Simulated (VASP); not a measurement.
# Zn: single point with PBEsol

Crystal: Zn.

```xyz
1
Lattice="-1.4842 1.5301 1.5301 1.4842 -1.5301 1.5301 1.4842 1.5301 -1.5301" Properties=species:S:1:pos:R:3 pbc="T T T"
Zn    0.0000    0.0000    0.0000
```

This cell differs from its parent crystal: normal strain along x -0.0300, normal strain along z +0.0000.

```
Program             : VASP 6.6.1
Task                : single point
Functional          : PBEsol
Potentials or basis : VASP PAW PBE potentials, release 64 (Zn)
Cutoff              : 520 eV
k mesh              : 20 × 20 × 20
Occupations         : gaussian, width 0.15 eV
Spin                : no spin polarisation
```

```yaml
Pressure: 3.0 GPa
Band_gap_on_the_k_mesh: zero (band 6 reaches 7.73 eV, above the bottom of band 7 at 2.70 eV)
```

Stress tensor (GPa, compression positive):
```
2.09 0.00 0.00
0.00 3.43 0.00
0.00 0.00 3.43
```

Levels at points of the mesh, in eV from the Fermi level:
```csv
k point,band 3,band 4,band 5,band 6,band 7,band 8,band 9,band 10
"(0.00, 0.00, 0.00)",-8.11,-8.11,-7.57,-7.50,20.28,20.28,21.01,21.61
"(0.50, 0.00, 0.00)",-7.61,-7.51,-7.14,-3.33,-1.10,12.56,13.85,16.56
"(0.00, 0.50, 0.00)",-7.56,-7.46,-7.13,-3.14,-0.77,11.82,13.03,15.84
"(0.50, 0.50, 0.50)",-7.23,-7.23,-7.22,3.92,3.92,4.94,8.28,8.61
```

Wall time 34 s on 1 thread of Intel(R) Xeon(R) 6975P-C (Granite Rapids), on a shared host, peak memory 0.21 GiB.

Caveat: the cell differs from its parent crystal (normal strain along x -0.0300, normal strain along z +0.0000); the PAW data sets were made with another functional, which shifts forces and pressure a little.
